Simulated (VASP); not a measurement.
Crystal: RuC4.

```
Ru C
1.0
     3.83676    0.00000    0.00000
    -1.91838    3.32273    0.00000
     0.00000    0.00000    3.81738
Ru C
1 4
Cartesian
  0.0000 0.0000 1.9087
  1.9184 0.0000 0.0000
  -0.9592 1.6614 0.0000
  0.9592 1.6614 0.0000
  0.0000 0.0000 0.0000
```

```yaml
Program: VASP 6.6.1
Task: relaxation of cell and atoms
Functional: PBE
Potentials_or_basis: VASP PAW PBE potentials, release 64 (Ru_pv, C)
Cutoff: 600 eV
k_mesh: 6 × 6 × 4
Occupations: gaussian, width 0.1 eV
Spin: no spin polarisation
```

At the start: pressure 6.9 GPa; volume 9.73 Å³/atom.

Q: How do energy, volume and symmetry change on relaxing?

A: Over 5 steps the energy falls by 9.6 meV/atom and the volume is 10.12 Å³/atom (+3.9 %); space group P6/mmm (No. 191, to 0.05 Å).

Step by step:
```tsv
step	energy change (eV)	largest force (eV/Å)	pressure (GPa)	volume (Å³)
1	0.0000	0.0000	6.93	48.67
2	-0.0278	0.0000	-3.43	51.68
3	-0.0466	0.0000	0.31	50.46
4	-0.0466	0.0000	0.42	50.43
5	-0.0478	0.0000	0.32	50.58
```

Final structure:
```cif
data_structure
_symmetry_space_group_name_H-M 'P 1'
_symmetry_Int_Tables_number 1
_cell_length_a 3.8747
_cell_length_b 3.8747
_cell_length_c 3.8905
_cell_angle_alpha 90.000
_cell_angle_beta 90.000
_cell_angle_gamma 120.000
_cell_volume 50.58
loop_
_atom_site_label
_atom_site_type_symbol
_atom_site_fract_x
_atom_site_fract_y
_atom_site_fract_z
_atom_site_occupancy
Ru1 Ru 0.00000 0.00000 0.50000 1
C1 C 0.50000 0.00000 0.00000 1
C2 C 0.00000 0.50000 0.00000 1
C3 C 0.50000 0.50000 0.00000 1
C4 C 0.00000 0.00000 0.00000 1
```

Caveat: the k points lie up to 0.40 Å⁻¹ apart in the final cell.
